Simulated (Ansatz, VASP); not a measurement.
## Ti in VASP and in Ansatz

The input INCAR:

```
SYSTEM = Ti
PREC = Accurate
ENCUT = 520
EDIFF = 1E-6
ISMEAR = 0
SIGMA = 0.15
LREAL = .False.
LASPH = .True.
NELM = 80
ALGO = Fast
ISIF = 2
LWAVE = .False.
LCHARG = .False.
GGA = PS
NBANDS = 12
```

File KPOINTS:

```
Automatic mesh
0
Gamma
  26 26 26
  0 0 0
```

POSCAR

```
Ti
1.0
   -1.6051160629      1.6452439645      1.6051160629
    1.6051160629     -1.6452439645      1.6051160629
    1.6051160629      1.6452439645     -1.6051160629
Ti
1
Direct
    0.0000000000      0.0000000000      0.0000000000
```

Input for Ansatz:

```yaml
crystal:
  lattice:
    - [-1.6051160629, 1.6452439645, 1.6051160629]
    - [1.6051160629, -1.6452439645, 1.6051160629]
    - [1.6051160629, 1.6452439645, -1.6051160629]
  atoms:
    - { symbol: Ti, position: [0.0, 0.0, 0.0] }
basis:
  ecutwfc: 420
kpoints:
  mp_grid: { grid: [26, 26, 26] }
hamiltonian:
  xc: pbesol
scf:
  occupations: { method: gaussian, width: 0.15 }
output:
  forces: true
  stress: true
  eigenvalues: true
```

Change from the starting cell: strain +0.0250 x Voigt [0, 1, 0, 0, 0, 0], atoms carried along.

Alike in both runs: task single point; functional PBEsol; k mesh 26 × 26 × 26; occupations gaussian, width 0.15 eV; no spin polarisation.

|  | VASP | Ansatz |
| --- | --- | --- |
| version | VASP 6.6.1 | Ansatz 0.2.0 |
| potentials or method | VASP PAW PBE potentials, release 64 (Ti_sv), cutoff 520 eV | scalar-relativistic, plane waves, PAW |
| valence electrons in the cell | 12 | 12 |

VASP gave:

* gap on the k mesh at the Fermi level (eV): none
* pressure (GPa): -2.9
* traceless stress, the component that is largest in VASP (GPa): 0.33

Estimate Ansatz's values.

gap on the k mesh at the Fermi level (eV): none; pressure (GPa): -2.6; traceless stress, the component that is largest in VASP (GPa): 0.33.

VASP's potentials were made for PBE, not for PBEsol. A gap of «none» marks a metal or a gap that the smearing closes.
